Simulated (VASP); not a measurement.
Write the native input for VASP 6.6.1 that does the following.

- Task: single point
- Functional: PBE
- Potentials or basis: VASP PAW PBE potentials, release 64 (Al, Co)
- Cutoff: 520 eV
- k mesh: 20 × 20 × 20
- Occupations: gaussian, width 0.1 eV
- Spin: no spin polarisation
- Dipole correction: no
- Further INCAR settings: ALGO = Fast; EDIFF = 1e-07; NBANDS = 13

The structure of AlCo lies in POSCAR:

```
AlCo
1.0
    2.8517200458      0.0000000000      0.0000000000
    0.0000000000      2.8517200458      0.0000000000
    0.0000000000      0.0000000000      2.8519109198
Al Co
1 1
Direct
    0.5000000000      0.5000000000      0.5000000000
    0.0000000000      0.0000000000      0.0000000000
```

The cell was generated, and may not be a known phase.

These files were run (other wordings do the same):

INCAR

```
SYSTEM = AlCo
ALGO = Fast ; EDIFF = 1E-7
ENCUT = 520 ; GGA = PE
ISIF = 2 ; ISMEAR = 0
LASPH = .True. ; LCHARG = .True.
LELF = .True. ; LREAL = .False.
LVHAR = .True. ; LWAVE = .False.
NBANDS = 13 ; NELM = 60
PREC = Accurate ; SIGMA = 0.1
```

KPOINTS

```
k-points
0
Gamma
  20 20 20
  0 0 0
```

Potentials or basis: VASP PAW PBE potentials, release 64 (Al, Co).

Launch:

```sh
$ cat potpaw_PBE.64/Al/POTCAR potpaw_PBE.64/Co/POTCAR > POTCAR
$ mpirun -np 1 vasp_std > vasp.out
```

Results of the run:

The pressure is -0.1 GPa and the band gap on the k mesh is zero (bands 6 and 7 overlap by 2.63 eV).

Caveat: the run has no spin polarisation, though such a crystal can be magnetic.

It took 2.9 min on 1 thread of Intel(R) Xeon(R) Platinum 8375C CPU @ 2.90GHz (Ice Lake), with other jobs on the host, peak memory 0.34 GiB.
